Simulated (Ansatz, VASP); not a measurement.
One calculation of ZrNb2N3, two programs

```
Zr Nb N
1.0
     3.94499    0.00000    0.00000
    -1.97250    3.41646    0.00000
     0.00000    0.00000    5.83212
Zr Nb N
1 2 3
Direct
  0.00000 0.00000 0.78866
  0.33333 0.66667 0.24408
  0.33333 0.66667 0.64195
  0.52225 0.47775 0.02317
  0.52225 0.04450 0.02317
  0.95550 0.47775 0.02317
```

Alike in both runs: task relaxation of cell and atoms; functional PBE; k mesh 4 × 4 × 2; occupations gaussian, width 0.15 eV; no spin polarisation.

|  | VASP | Ansatz |
| --- | --- | --- |
| version | VASP 6.6.1 | Ansatz 0.2.0 |
| potentials or method | VASP PAW PBE potentials, release 64 (Zr_sv, Nb_sv, N), cutoff 600 eV | scalar-relativistic, plane waves, PAW |
| valence electrons in the cell | 53 | 53 |

|  | VASP | Ansatz | Ansatz less VASP |
| --- | --- | --- | --- |
| gap on the k mesh at the Fermi level, each at its own relaxed structure (eV) | none | none | - |
| relaxed volume (Å³/atom) | 19.80 | 20.19 | +0.391 |
| relaxed cell length with the largest relative difference (Å) | 5.764 | 5.818 | +0.0545 |

A gap of «none» marks a metal or a gap that the smearing closes.

The k mesh is coarse, so the values compare programs but aren't converged. Noted on VASP's run: the volume moved by over 15 % at a fixed basis, so the end points are rough.
